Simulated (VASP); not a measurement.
# BaTiO3 (P4mm) in VASP: notebook

BaTiO3 is run at these levels: PBE; tasks: single point.

Program: VASP 6.6.1. These are calculated values, not measurements. Logs are shortened: lines on timing, memory, paths and dates and some standing lists are left out, and cuts for length are marked.

## 1. The cell of the first run

The structure is tetragonal, space group P4mm (No. 99). The conventional cell has a = 3.926 Å, b = 3.926 Å, c = 4.139 Å, α = 90.00°, β = 90.00°, γ = 90.00°. Within 3.6 Å of Ba (site symmetry 4mm) lie 12 O at 2.76 to 2.95 Å and 8 Ti at 3.42 to 3.51 Å. Ti (site symmetry 4mm) has 6 O at 1.78 to 2.35 Å within 2.4 Å. O (site symmetry 4mm) has 2 Ti at 1.78 to 2.35 Å within 2.4 Å. Within 2.6 Å of O (site symmetry 2mm) lie 2 Ti at 1.97 Å.

## 2. Single point, PBE (strain -0.015 along x and y, -0.015 along z)

The input, INCAR:

```
PREC = Accurate
ENCUT = 520
EDIFF = 1E-6
ISMEAR = 0
SIGMA = 0.05
LREAL = False
LASPH = True
NELM = 100
ALGO = Normal
ISIF = 2
LWAVE = False
LCHARG = False
GGA = PE
NBANDS = 28
```

The input, KPOINTS:

```
Automatic mesh
0
Gamma
  8 8 6
```

The input, POSCAR:

```
BaTiO3
1.0
    3.9255733564      0.0000000000      0.0000000000
    0.0000000000      3.9255733564      0.0000000000
    0.0000000000      0.0000000000      4.1387801373
Ba Ti O
1 1 3
Direct
    0.0000000000      0.0000000000      0.9863187693
    0.5000000000      0.5000000000      0.4690806688
    0.5000000000      0.5000000000      0.0378497747
    0.5000000000      0.0000000000      0.5173753936
    0.0000000000      0.5000000000      0.5173753936
```

Potentials or basis: VASP PAW PBE potentials, release 64 (Ba_sv, Ti_sv, O).

Launch:

```console
$ cat potpaw_PBE.64/Ba_sv/POTCAR potpaw_PBE.64/Ti_sv/POTCAR potpaw_PBE.64/O/POTCAR > POTCAR
$ mpirun -np 1 vasp_std > vasp.out
```

OUTCAR:

```text
PREC = Accurate
   ENCUT = 520
   EDIFF = 1E-6
   ISMEAR = 0
   LREAL = False
   LASPH = True
   NELM = 100
   ISIF = 2
   GGA = PE

 ion  position               nearest neighbor table
   1  0.000  0.000  0.986-   4 2.76   5 2.76   5 2.76   4 2.76   3 2.78   3 2.78   3 2.78   3 2.78
                             4 2.95   5 2.95   5 2.95   4 2.95   2 3.42   2 3.42   2 3.42   2 3.42
   2  0.500  0.500  0.469-   3 1.78   4 1.97   5 1.97   4 1.97   5 1.97   3 2.35   1 3.42   1 3.42
                             1 3.42   1 3.42   1 3.51   1 3.51   1 3.51   1 3.51
   3  0.500  0.500  0.038-   2 1.78   2 2.35   1 2.78   1 2.78   1 2.78   1 2.78
   4  0.500  0.000  0.517-   2 1.97   2 1.97   1 2.76   1 2.76   1 2.95   1 2.95
   5  0.000  0.500  0.517-   2 1.97   2 1.97   1 2.76   1 2.76   1 2.95   1 2.95

  LATTYP: Found a simple tetragonal cell.
 ALAT       =     3.9255733564
 C/A-ratio  =     1.0543122651

  Lattice vectors:

 A1 = (   3.9255733564,   0.0000000000,   0.0000000000)
 A2 = (   0.0000000000,   3.9255733564,   0.0000000000)
 A3 = (   0.0000000000,   0.0000000000,   4.1387801373)

Analysis of symmetry for initial positions (statically):
=====================================================================
 Subroutine PRICEL returns:
 Original cell was already a primitive cell.

 Routine SETGRP: Setting up the symmetry group for a
 simple tetragonal supercell.

 Subroutine GETGRP returns: Found  8 space group operations
 (whereof  8 operations were pure point group operations)
 out of a pool of 16 trial point group operations.

The static configuration has the point symmetry C_4v.

Analysis of symmetry for dynamics (positions and initial velocities):
=====================================================================
 Subroutine PRICEL returns:
 Original cell was already a primitive cell.

 Routine SETGRP: Setting up the symmetry group for a
 simple tetragonal supercell.

 Subroutine GETGRP returns: Found  8 space group operations
 (whereof  8 operations were pure point group operations)
 out of a pool of 16 trial point group operations.

The dynamic configuration has the point symmetry C_4v.

 Subroutine INISYM returns: Found  8 space group operations
 (whereof  8 operations are pure point group operations),
 and found     1 'primitive' translations

----------------------------------------------------------------------------------------

                                     Primitive cell

  volume of cell :      63.7791
[... 97 lines left out ...]
   EDIFFG = 0.1E-04   stopping-criterion for IOM
   NSW    =      0    number of steps for IOM
   IBRION =     -1    ionic relax: 0-MD 1-quasi-New 2-CG
   NFREE  =      0    steps in history (QN), initial steepest desc. (CG)
   ISIF   =      2    stress and relaxation
   ISYM   =      2    0-nonsym 1-usesym 2-fastsym
   POTIM  = 0.5000    time-step for ionic-motion
   TEBEG  =    0.0;   TEEND  =   0.0 temperature during run
   PSTRESS=    0.0 pullay stress
   NELECT =      40.0000    total number of electrons
   NUPDOWN=      -1.0000    fix difference up-down
   EMIN   =  10.00;   EMAX   =-10.00  energy-range for DOS
   EFERMI =   0.00;   METHOD = LEGACY
   ISMEAR =     0;   SIGMA  =   0.05  broadening in eV -4-tet -1-fermi 0-gaus
   EFERMI_NEDOS =   21; number of points for ismear=-14 and -15
   IALGO  =     38    algorithm
   IMIX   =      4    mixing-type and parameters
     AMIX     =   0.40;   BMIX     =  1.00
     AMIX_MAG =   1.60;   BMIX_MAG =  1.00
  volume/ion in A,a.u.               =      12.76        86.08
  Fermi-wavevector in a.u.,A,eV,Ry     =   1.401314  2.648099 26.717483  1.963680
  Thomas-Fermi vector in A             =   2.524187
   LORBIT       =      0    0 simple, 1 ext, 2 COOP (PROOUT), +10 PAW based schemes
   GGA     = PE    functional components
   LHFCALC =     F    Hartree Fock is set to
   AEXX    =    0.0000 exact exchange contribution
   IVDW    =     0    specifies the selected vdW correction
   LEPSILON=     F    determine dielectric tensor
   LRPA    =     F    only Hartree local field effects (RPA)
 non-spin polarized calculation
 Gauss-broadening in eV      SIGMA  =   0.05
  energy-cutoff  :      520.00
  volume of cell :       63.78
 maximum number of plane-waves:      1744
 NGX is ok and might be reduce to    30
   NGX = 15   NGY = 15   NGZ = 15

 number of electron      39.9999999 magnetization

 Free energy of the ion-electron system (eV)
  ---------------------------------------------------
  ext. energy  EPLUGINS =         0.00000000
  ---------------------------------------------------
  free energy    TOTEN  =       -39.93650602 eV

  energy without entropy =      -39.93650602  energy(sigma->0) =      -39.93650602

 E-fermi :   4.4648     XC(G=0): -11.2608

 val. band max:        4.0966823201   @ k =   0.5000   0.5000   0.5000
 cond. band min:       5.9789731076   @ k =   0.0000   0.0000   0.0000
 fundamental gap:      1.8822907875
 Fermi energy:         4.4647549793

 k-point     1 :       0.0000    0.0000    0.0000
  band No.  band energies     occupation
      1     -52.3685      2.00000
      2     -28.7472      2.00000
      3     -28.5888      2.00000
      4     -28.5888      2.00000
      5     -20.9929      2.00000
      6     -13.0264      2.00000
[... 733 lines left out ...]
     27      11.9920      0.00000
     28      12.6839      0.00000

 [... further k-points ...]

------------------------ aborting loop because EDIFF is reached ----------------------------------------

  FORCE on cell =-STRESS in cart. coord.  units (eV):
  Direction    XX          YY          ZZ          XY          YZ          ZX
  --------------------------------------------------------------------------------------
  -------------------------------------------------------------------------------------
  Total        3.8607220      3.8607220      3.7882532      0.0000000     -0.0000000      0.0000000
  in kB       96.9841056     96.9841056     95.1636356      0.0000000     -0.0000000      0.0000000
  external PRESSURE =      96.3772822 kB  Pullay stress =       0.0000000 kB

 VOLUME and BASIS-vectors are now :
 -----------------------------------------------------------------------------
  energy-cutoff  :      520.00
  volume of cell :       63.78
      direct lattice vectors                 reciprocal lattice vectors
     3.925573356  0.000000000  0.000000000     0.254739858  0.000000000  0.000000000
     0.000000000  3.925573356  0.000000000     0.000000000  0.254739858  0.000000000
     0.000000000  0.000000000  4.138780137     0.000000000  0.000000000  0.241617087

 POSITION                                       TOTAL-FORCE (eV/Angst)
 -----------------------------------------------------------------------------------
      0.00000      0.00000      4.08216         0.000000     -0.000000      0.118294
      1.96279      1.96279      1.94142        -0.000000      0.000000      0.570467
      1.96279      1.96279      0.15665        -0.000000      0.000000     -0.708346
      1.96279      0.00000      2.14130        -0.000000     -0.000000      0.009792
      0.00000      1.96279      2.14130         0.000000     -0.000000      0.009792
 -----------------------------------------------------------------------------------
    total drift:                                0.000000      0.000000     -0.000526

  FREE ENERGIE OF THE ION-ELECTRON SYSTEM (eV)
  ---------------------------------------------------
  free  energy   TOTEN  =       -39.9365060163 eV

  energy  without entropy=      -39.9365060163  energy(sigma->0) =      -39.93650602
```

stdout:

```text
POSCAR found type information on POSCAR BaTiO
 POSCAR found :  3 types and       5 ions
 scaLAPACK will be used
 LDA part: xc-table for (Slater+PW92), standard interpolation
 POSCAR, INCAR and KPOINTS ok, starting setup
 FFT: planning ... GRIDC
 FFT: planning ... GRID_SOFT
 FFT: planning ... GRID
 WAVECAR not read
 entering main loop
```

It took 3.6 min on 1 thread of Intel Xeon 8259CL, shared host; peak memory 0.25 GiB.

What came out:

```
Free energy            : -39.9365 eV
Pressure               : 9.6 GPa
Largest force          : 0.708 eV/Å
Band gap on the k mesh : 1.88 eV (least direct gap 2.45 eV)
```

Forces in eV/Å, atoms in the order of the input:
```
Ba   0.000  0.000  0.118
Ti   0.000  0.000  0.570
O    0.000  0.000 -0.708
O    0.000  0.000  0.010
O    0.000  0.000  0.010
```

Levels at points of the mesh, in eV from the valence-band top:
| k point | band 18 | band 19 | band 20 | band 21 | band 22 | band 23 |
| --- | --- | --- | --- | --- | --- | --- |
| (0.00, 0.00, 0.00) | -0.92 | -0.57 | -0.57 | 1.88 | 2.57 | 2.57 |
| (0.50, 0.00, 0.00) | -1.76 | -1.61 | -1.37 | 2.66 | 3.64 | 3.76 |
| (0.50, 0.50, 0.00) | -1.15 | -1.15 | -0.07 | 3.80 | 3.80 | 4.15 |
| (0.00, 0.00, 0.50) | -2.12 | -0.74 | -0.74 | 2.02 | 3.66 | 3.66 |
| (0.50, 0.00, 0.50) | -1.18 | -1.09 | -0.55 | 3.68 | 3.70 | 3.94 |
| (0.50, 0.50, 0.50) | -0.48 | -0.48 | 0.00 | 4.22 | 4.22 | 4.34 |

Caveat: the cell differs from its parent crystal (strain -0.015 along x and y, -0.015 along z); the cell stands under pressure; spin-orbit coupling is left out, which moves the levels of the heavy elements. A k mesh can miss the band edges.

## 3. Single point, PBE (strain -0.030 along x and y, +0.030 along z)

The input, INCAR:

```
  PREC = Accurate
  ENCUT = 520
  EDIFF = 1E-7
  ISMEAR = 0
  SIGMA = 0.05
  LREAL = F
  LASPH = T
  NELM = 60
  ALGO = Normal
  ISIF = 2
  LWAVE = F
  LCHARG = T
  GGA = PE
  LELF = T
  LVHAR = T
  NBANDS = 28
```

The input, KPOINTS:

```
regular mesh
0
Gamma
  8 8 6
```

Changes to POSCAR since step 2:

```diff
@@ -2,5 +2,5 @@
 1.0
-    3.9255733564      0.0000000000      0.0000000000
-    0.0000000000      3.9255733564      0.0000000000
-    0.0000000000      0.0000000000      4.1387801373
+    3.8657930515      0.0000000000      0.0000000000
+    0.0000000000      3.8657930515      0.0000000000
+    0.0000000000      0.0000000000      4.3278614634
 Ba Ti O
```

Potentials or basis: VASP PAW PBE potentials, release 64 (Ba_sv, Ti_sv, O).

Launch:

```console
$ cat potpaw_PBE.64/Ba_sv/POTCAR potpaw_PBE.64/Ti_sv/POTCAR potpaw_PBE.64/O/POTCAR > POTCAR
$ mpirun -np 1 vasp_std > vasp.out
```

Run time: 3.7 min. Hardware: 1 thread of Intel Xeon 8259CL, shared host; peak memory 0.25 GiB.

It converged, with:

```yaml
Free_energy: -39.8872 eV
Pressure: 8.0 GPa
Largest_force: 0.641 eV/Å
Band_gap_on_the_k_mesh: 1.82 eV (least direct gap 2.50 eV)
```

Forces in eV/Å, atoms in the order of the input:
```
Ba   0.000  0.000 -0.009
Ti   0.000  0.000 -0.641
O    0.000  0.000  0.491
O    0.000  0.000  0.080
O    0.000  0.000  0.080
```

Stress tensor (GPa, compression positive):
```
11.94  0.00  0.00
 0.00 11.94  0.00
 0.00  0.00  0.22
```

Levels at points of the mesh, in eV from the valence-band top:
```
           k point  band 16  band 17  band 18  band 19  band 20  band 21  band 22  band 23  band 24  band 25
(0.00, 0.00, 0.00)    -1.63    -1.61    -1.13    -0.68    -0.68     1.82     2.40     2.40     4.07     4.13
(0.50, 0.00, 0.00)    -2.31    -2.23    -1.98    -1.76    -1.45     2.50     3.65     3.68     3.98     5.88
(0.50, 0.50, 0.00)    -3.36    -2.13    -0.96    -0.96    -0.04     3.72     3.72     3.83     4.19     7.72
(0.00, 0.00, 0.50)    -2.19    -1.94    -1.94    -0.78    -0.78     1.92     3.24     3.24     4.38     5.71
(0.50, 0.00, 0.50)    -2.86    -1.95    -1.49    -1.35    -0.79     3.26     3.71     3.71     5.12     6.82
(0.50, 0.50, 0.50)    -2.60    -2.60    -0.62    -0.62     0.00     3.95     3.95     4.33     5.92     6.21
```

Caveat: the cell differs from its parent crystal (strain -0.030 along x and y, +0.030 along z); the stress differs along the axes, from 0 to 12 GPa; spin-orbit coupling is left out, which moves the levels of the heavy elements. A k mesh can miss the band edges.

## 4. Single point, PBE (strain +0.000 along x and y, -0.030 along z)

The input, INCAR:

```
SYSTEM = BaTiO3
  ALGO = Normal
  EDIFF = 1E-6
  ENCUT = 520
  GGA = PE
  ISIF = 2
  ISMEAR = 0
  LASPH = .TRUE.
  LCHARG = .FALSE.
  LREAL = .FALSE.
  LWAVE = .FALSE.
  NBANDS = 28
  NELM = 60
  PREC = Accurate
  SIGMA = 0.05
```

The input, KPOINTS:

```
k-points
0
G
  8 8 6
  0 0 0
```

Changes to POSCAR since step 3:

```diff
@@ -2,5 +2,5 @@
 1.0
-    3.8657930515      0.0000000000      0.0000000000
-    0.0000000000      3.8657930515      0.0000000000
-    0.0000000000      0.0000000000      4.3278614634
+    3.9853536613      0.0000000000      0.0000000000
+    0.0000000000      3.9853536613      0.0000000000
+    0.0000000000      0.0000000000      4.0757530286
 Ba Ti O
```

Potentials or basis: VASP PAW PBE potentials, release 64 (Ba_sv, Ti_sv, O).

Launch:

```console
$ cat potpaw_PBE.64/Ba_sv/POTCAR potpaw_PBE.64/Ti_sv/POTCAR potpaw_PBE.64/O/POTCAR > POTCAR
$ mpirun -np 1 vasp_std > vasp.out
```

OUTCAR:

```text
SYSTEM = BaTiO3
   EDIFF = 1E-6
   ENCUT = 520
   GGA = PE
   ISIF = 2
   ISMEAR = 0
   LASPH = .TRUE.
   LREAL = .FALSE.
   NELM = 60
   PREC = Accurate

 ion  position               nearest neighbor table
   1  0.000  0.000  0.986-   4 2.76   5 2.76   5 2.76   4 2.76   3 2.83   3 2.83   3 2.83   3 2.83
                             4 2.94   5 2.94   5 2.94   4 2.94   2 3.44   2 3.44   2 3.44   2 3.44
   2  0.500  0.500  0.469-   3 1.76   4 2.00   5 2.00   4 2.00   5 2.00   3 2.32   1 3.44   1 3.44
[... 954 lines left out ...]
  -------------------------------------------------------------------------------------
  Total        1.9475098      1.9475098      4.4950120      0.0000000      0.0000000      0.0000000
  in kB       48.2001771     48.2001771    111.2499551      0.0000000      0.0000000      0.0000000
  external PRESSURE =      69.2167698 kB  Pullay stress =       0.0000000 kB

 VOLUME and BASIS-vectors are now :
 -----------------------------------------------------------------------------
  energy-cutoff  :      520.00
  volume of cell :       64.74
      direct lattice vectors                 reciprocal lattice vectors
     3.985353661  0.000000000  0.000000000     0.250918760  0.000000000  0.000000000
     0.000000000  3.985353661  0.000000000     0.000000000  0.250918760  0.000000000
     0.000000000  0.000000000  4.075753029     0.000000000  0.000000000  0.245353434

 POSITION                                       TOTAL-FORCE (eV/Angst)
 -----------------------------------------------------------------------------------
      0.00000      0.00000      4.01999         0.000000     -0.000000      0.134463
      1.99268      1.99268      1.91186         0.000000      0.000000      1.067258
      1.99268      1.99268      0.15427         0.000000     -0.000000     -1.138632
      1.99268      0.00000      2.10869         0.000000     -0.000000     -0.031544
      0.00000      1.99268      2.10869        -0.000000     -0.000000     -0.031544
 -----------------------------------------------------------------------------------
    total drift:                                0.000000      0.000000     -0.000154

  FREE ENERGIE OF THE ION-ELECTRON SYSTEM (eV)
  ---------------------------------------------------
  free  energy   TOTEN  =       -39.9613482956 eV

  energy  without entropy=      -39.9613482956  energy(sigma->0) =      -39.96134830
```

Wall time 3.7 min (1 thread of Intel Xeon 8259CL, shared host); peak memory 0.25 GiB.

Results:

| Quantity | Value |
| --- | --- |
| Free energy | -39.9613 eV |
| Pressure | 6.9 GPa |
| Largest force | 1.139 eV/Å |
| Band gap on the k mesh | 1.87 eV (least direct gap 2.37 eV) |

Forces on the atoms (eV/Å):
```
Ba   0.000  0.000  0.134
Ti   0.000  0.000  1.067
O    0.000  0.000 -1.139
O    0.000  0.000 -0.032
O    0.000  0.000 -0.032
```

Caveat: the cell differs from its parent crystal (strain +0.000 along x and y, -0.030 along z); the stress differs along the axes, from 5 to 11 GPa; spin-orbit coupling is left out, which moves the levels of the heavy elements; forces of over 1 eV/Å act on the atoms, so gaps and moduli don't describe the material at rest.

## 5. Single point, PBE (strain -0.015 along x and y, +0.000 along z)

The input, INCAR:

```
  ALGO = Normal
  EDIFF = 1E-7
  ENCUT = 520
  GGA = PE
  ISIF = 2
  ISMEAR = 0
  LASPH = True
  LCHARG = False
  LREAL = False
  LWAVE = False
  NBANDS = 28
  NELM = 60
  PREC = Accurate
  SIGMA = 0.05
```

The input, KPOINTS:

```
k-points
0
Gamma
  8 8 6
```

Changes to POSCAR since step 4:

```diff
@@ -2,5 +2,5 @@
 1.0
-    3.9853536613      0.0000000000      0.0000000000
-    0.0000000000      3.9853536613      0.0000000000
-    0.0000000000      0.0000000000      4.0757530286
+    3.9255733564      0.0000000000      0.0000000000
+    0.0000000000      3.9255733564      0.0000000000
+    0.0000000000      0.0000000000      4.2018072460
 Ba Ti O
```

Launch:

```console
$ cat potpaw_PBE.64/Ba_sv/POTCAR potpaw_PBE.64/Ti_sv/POTCAR potpaw_PBE.64/O/POTCAR > POTCAR
$ mpirun -np 1 vasp_std > vasp.out
```

It took 3.9 min on 1 thread of Intel Xeon 8259CL, shared host; peak memory 0.25 GiB.

Results (log left out):

| Property | Result |
| --- | --- |
| Free energy | -39.9807 eV |
| Pressure | 6.9 GPa |
| Largest force | 0.210 eV/Å |
| Band gap on the k mesh | 1.84 eV (least direct gap 2.44 eV) |

Forces in eV/Å, atoms in the order of the input:
```
Ba   0.000  0.000  0.071
Ti   0.000  0.000  0.110
O    0.000  0.000 -0.210
O    0.000  0.000  0.015
O    0.000  0.000  0.015
```

Stress tensor (GPa, compression positive):
```
7.92 0.00 0.00
0.00 7.92 0.00
0.00 0.00 4.81
```

Levels at points of the mesh, in eV from the valence-band top:
| k point | band 18 | band 19 | band 20 | band 21 | band 22 | band 23 |
| --- | --- | --- | --- | --- | --- | --- |
| (0.00, 0.00, 0.00) | -0.98 | -0.60 | -0.60 | 1.84 | 2.49 | 2.49 |
| (0.50, 0.00, 0.00) | -1.81 | -1.64 | -1.39 | 2.58 | 3.58 | 3.68 |
| (0.50, 0.50, 0.00) | -1.11 | -1.11 | -0.06 | 3.72 | 3.72 | 4.10 |
| (0.00, 0.00, 0.50) | -2.11 | -0.75 | -0.75 | 1.97 | 3.49 | 3.49 |
| (0.50, 0.00, 0.50) | -1.26 | -1.16 | -0.59 | 3.51 | 3.64 | 3.81 |
| (0.50, 0.50, 0.50) | -0.52 | -0.52 | 0.00 | 4.08 | 4.08 | 4.26 |

Caveat: the cell differs from its parent crystal (strain -0.015 along x and y, +0.000 along z); the cell stands under pressure; spin-orbit coupling is left out, which moves the levels of the heavy elements. A k mesh can miss the band edges.

(Continued in part 2 of 2.)
